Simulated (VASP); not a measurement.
Crystal: Ni.

```
Ni
1.0
     2.44802    0.00000    0.00000
    -1.22401    2.12005    0.00000
     0.00000    0.00000    4.07281
Ni
2
Direct
  0.33333 0.66667 0.25000
  0.66667 0.33333 0.75000
```

This isn't the form of Ni at room conditions, which is fcc.

Base run:

```yaml
Program: VASP 6.6.1
Functional: PBEsol
Potentials_or_basis: VASP PAW PBE potentials, release 64 (Ni)
Cutoff: 520 eV
k_mesh: 13 × 13 × 7
Occupations: fermi-dirac, width 0.1 eV
Spin: collinear spin, ferromagnetic start
Starting_moments: "[2.0, 2.0] μB"
```

Its results: pressure -3.0 GPa; net moment 1.22 μB per cell; site moments Ni +0.62 μB.

**Question.** The run is repeated on the same cell with these changes: functional from PBEsol to BLYP; further incar settings from ALGO = Normal; EDIFF = 1e-06; NBANDS = 21 to ALGO = Normal; EDIFF = 1e-07; NBANDS = 21. What comes out?

**Answer.** Pressure 17.4 GPa; net moment 1.18 μB per cell; site moments Ni +0.60 μB.

Caveats: the PAW data sets were made with another functional, which shifts forces and pressure a little; the cell stands under pressure (at least some runs).
